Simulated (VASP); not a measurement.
Input of a VASP 6.6.1 run:

The input INCAR:

```
AGGAC = 1.0
AGGAX = 1.0
ALDAC = 0.0
ALDAX = 1.0
ALGO = Normal
EDIFF = 1E-6
ENCUT = 560
GGA = B5
GGA_COMPAT = F
ISIF = 2
ISMEAR = -1
LASPH = T
LCHARG = T
LELF = T
LREAL = F
LVHAR = T
LWAVE = F
NBANDS = 31
NELM = 120
PREC = Accurate
SIGMA = 0.1
```

Contents of KPOINTS:

```
k-points
0
Gamma
  9 9 13
```

File POSCAR:

```
Os
1.0
    4.2624600322      0.0000000000      0.0000000000
   -2.1312300161      3.6913986705      0.0000000000
    0.0000000000      0.0000000000      2.6920281450
Os
3
Direct
    1.0000000000      1.0000000000      0.0000000000
    0.3333333333      0.6666666667      0.5000000000
    0.6666666667      0.3333333333      0.5000000000
```

Potentials or basis: VASP PAW PBE potentials, release 64 (Os_sv_GW).

Command:

```bash
$ cat potpaw_PBE.64/Os_sv_GW/POTCAR > POTCAR
$ mpirun -np 1 vasp_std > vasp.out
```

(1) Predict the pressure.

(2) Predict the band gap on the k mesh.

Results:

(1) 33.3 GPa.

(2) zero (bands 24 and 25 overlap by 2.86 eV).

Caveat: the stress differs along the axes, from 30 to 35 GPa; the PAW data sets were made with another functional, which shifts forces and pressure a little; spin-orbit coupling is left out, which moves the levels of the heavy elements.
